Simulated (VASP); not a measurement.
# BaSnAu (P4/mmm) in VASP: a series of runs, part 2 of 2

VASP 6.6.1. Earlier steps stand in the parts before.

## (3) Relaxation of cell and atoms, PBE

This run uses another cell than the first one, of 34.67 Å³/atom, 1.028 times its volume.

INCAR reads:

```
SYSTEM = BaSnAu
  PREC = Accurate
  ENCUT = 600
  EDIFF = 1E-6
  ISMEAR = 0
  SIGMA = 0.1
  LREAL = .False.
  LASPH = .True.
  NELM = 100
  ALGO = Normal
  ISIF = 3
  LWAVE = .False.
  LCHARG = .False.
  GGA = PE
  IBRION = 2
  NSW = 90
  EDIFFG = -0.04
```

KPOINTS reads:

```
regular mesh
0
Gamma
  4 4 4
  0 0 0
```

POSCAR reads:

```
BaSnAu
1.0
    4.0636649116      0.0000000000      0.0000000000
    0.0000000000      4.0636649116      0.0000000000
    0.0000000000      0.0000000000      6.2986486278
Ba Sn Au
1 1 1
Direct
    0.0000000000      0.0000000000      0.0000000000
    0.5000000000      0.5000000000      0.5000000000
    0.0000000000      0.0000000000      0.5000000000
```

Potentials or basis: VASP PAW PBE potentials, release 64 (Ba_sv, Sn_d, Au).

Started as:

```
$ cat potpaw_PBE.64/Ba_sv/POTCAR potpaw_PBE.64/Sn_d/POTCAR potpaw_PBE.64/Au/POTCAR > POTCAR
$ mpirun -np 1 vasp_std > vasp.out
```

OUTCAR:

```text
SYSTEM = BaSnAu
   PREC = Accurate
   ENCUT = 600
   EDIFF = 1E-6
   ISMEAR = 0
   LREAL = .False.
   LASPH = .True.
   NELM = 100
   ISIF = 3
   GGA = PE
   IBRION = 2
   NSW = 90
   EDIFFG = -0.04

 ion  position               nearest neighbor table
   1  0.000  0.000  0.000-   3 3.15   3 3.15
   2  0.500  0.500  0.500-   3 2.87   3 2.87   3 2.87   3 2.87
   3  0.000  0.000  0.500-   2 2.87   2 2.87   2 2.87   2 2.87   1 3.15   1 3.15

  LATTYP: Found a simple tetragonal cell.
 ALAT       =     4.0636649116
 C/A-ratio  =     1.5499921290

  Lattice vectors:

 A1 = (   4.0636649116,   0.0000000000,   0.0000000000)
 A2 = (   0.0000000000,   4.0636649116,   0.0000000000)
 A3 = (   0.0000000000,   0.0000000000,   6.2986486278)

Analysis of symmetry for initial positions (statically):
=====================================================================
 Subroutine PRICEL returns:
 Original cell was already a primitive cell.

 Routine SETGRP: Setting up the symmetry group for a
 simple tetragonal supercell.

 Subroutine GETGRP returns: Found 16 space group operations
 (whereof 16 operations were pure point group operations)
 out of a pool of 16 trial point group operations.

The static configuration has the point symmetry D_4h.

Analysis of symmetry for dynamics (positions and initial velocities):
=====================================================================
[... 138 lines left out ...]
 Gauss-broadening in eV      SIGMA  =   0.10
  energy-cutoff  :      600.00
  volume of cell :      104.01
 maximum number of plane-waves:      3489
   NGX = 17   NGY = 17   NGZ = 25

--------------------------------------- Ionic step        1  -------------------------------------------

 number of electron      35.0000014 magnetization

 Free energy of the ion-electron system (eV)
  ---------------------------------------------------
  ext. energy  EPLUGINS =         0.00000000
  ---------------------------------------------------
  free energy    TOTEN  =       -10.00400181 eV

  energy without entropy =       -9.99721221  energy(sigma->0) =      -10.00060701

 E-fermi :   4.8045     XC(G=0):  -9.1340

 val. band max:        4.7645675184   @ k =   0.5000   0.2500   0.0000
 cond. band min:       4.8307404871   @ k =   0.5000   0.5000   0.0000
 fundamental gap:      0.0661729688
 Fermi energy:         4.8045157573

 k-point     1 :       0.0000    0.0000    0.0000
  band No.  band energies     occupation
      1     -24.2726      2.00000
      2     -16.8064      2.00000
      3     -16.7857      2.00000
      4     -16.7033      2.00000
      5     -16.7013      2.00000
      6     -16.7013      2.00000
[... 531 lines left out ...]
--------------------------------------- Ionic step        4  -------------------------------------------

 number of electron      35.0000014 magnetization

 Free energy of the ion-electron system (eV)
  ---------------------------------------------------
  ext. energy  EPLUGINS =         0.00000000
  ---------------------------------------------------
  free energy    TOTEN  =       -10.01115636 eV

  energy without entropy =      -10.00479792  energy(sigma->0) =      -10.00797714

 E-fermi :   4.9104     XC(G=0):  -9.1953

 val. band max:        4.8918491946   @ k =   0.5000   0.2500   0.0000
 cond. band min:       5.0136302558   @ k =   0.5000   0.0000   0.2500
 fundamental gap:      0.1217810612
 Fermi energy:         4.9103833677

 k-point     1 :       0.0000    0.0000    0.0000
  band No.  band energies     occupation
      1     -24.1511      2.00000
      2     -16.7007      2.00000
      3     -16.6772      2.00000
      4     -16.6005      2.00000
      5     -16.5930      2.00000
      6     -16.5930      2.00000
[... 451 lines left out ...]
  FREE ENERGIE OF THE ION-ELECTRON SYSTEM (eV)
  ---------------------------------------------------
  free  energy   TOTEN  =       -10.0111563578 eV

  energy  without entropy=      -10.0047979232  energy(sigma->0) =      -10.00797714

 reached required accuracy - stopping structural energy minimisation
```

OSZICAR:

```text
N       E                     dE             d eps       ncg     rms          rms(c)
DAV:   1     0.333999571338E+03    0.33400E+03   -0.17670E+04   766   0.203E+03
DAV:   2     0.196142785604E+02   -0.31439E+03   -0.30636E+03   885   0.485E+02
DAV:   3    -0.911207270473E+01   -0.28726E+02   -0.28269E+02   879   0.134E+02
[... 31 lines left out ...]
DAV:   3    -0.100114430877E+02    0.10606E-02   -0.16778E-03   894   0.360E-01    0.104E-01
DAV:   4    -0.100111669176E+02    0.27617E-03   -0.75553E-04  1074   0.220E-01    0.192E-02
DAV:   5    -0.100111602297E+02    0.66880E-05   -0.71720E-05   899   0.618E-02    0.152E-02
DAV:   6    -0.100111564442E+02    0.37854E-05   -0.10384E-05   918   0.325E-02    0.378E-03
DAV:   7    -0.100111563578E+02    0.86428E-07   -0.90887E-07   437   0.105E-02
   4 F= -.10011156E+02 E0= -.10007977E+02  d E =-.377806E-03
```

CONTCAR:

```text
BaSnAu
   1.00000000000000
     4.0221721622813913    0.0000000000000000    0.0000000000000000
     0.0000000000000000    4.0221721622813913    0.0000000000000000
     0.0000000000000000   -0.0000000000000000    6.3375152034963111
  Ba              Sn              Au
     1     1     1
Direct
     0.0000000000000000    1.0000000000000000    0.0000000000000000
     0.5000000000000000    0.5000000000000000    0.5000000000000000
     0.0000000000000000    1.0000000000000000    0.5000000000000000

  0.00000000E+00  0.00000000E+00  0.00000000E+00
  0.00000000E+00  0.00000000E+00  0.00000000E+00
  0.00000000E+00  0.00000000E+00  0.00000000E+00
```

It took 96 s on 1 thread of AMD EPYC 7R43 (Zen 3), shared host; peak memory 0.22 GiB.

What came out:

| Quantity | Value |
| --- | --- |
| Free energy | -10.0112 eV |
| Relaxed volume | 34.18 Å³/atom |
| Relaxed cell | a = 4.022 Å, b = 4.022 Å, c = 6.338 Å, α = 90.00°, β = 90.00°, γ = 90.00° |
| Space group after relaxing (to 0.05 Å) | P4/mmm (No. 123) |
| Energy gained by relaxing | 2.4 meV/atom |
| Ionic steps | 4 |
| Pressure after relaxing | 0.0 GPa |

The path:
```tsv
step	energy change (eV)	largest force (eV/Å)	pressure (GPa)	volume (Å³)
1	0.0000	0.0000	-0.55	104.01
2	-0.0068	0.0000	0.13	102.21
3	-0.0068	0.0000	0.14	102.19
4	-0.0072	0.0000	0.01	102.53
```

Final structure:
```
CELL_PARAMETERS angstrom
4.02217 0.00000 0.00000
0.00000 4.02217 0.00000
0.00000 0.00000 6.33752
ATOMIC_POSITIONS crystal
Ba 0.00000 0.00000 0.00000
Sn 0.50000 0.50000 0.50000
Au 0.00000 0.00000 0.50000
```

Caveat: the k points lie up to 0.39 Å⁻¹ apart in the final cell; spin-orbit coupling is left out, which moves the levels of the heavy elements.
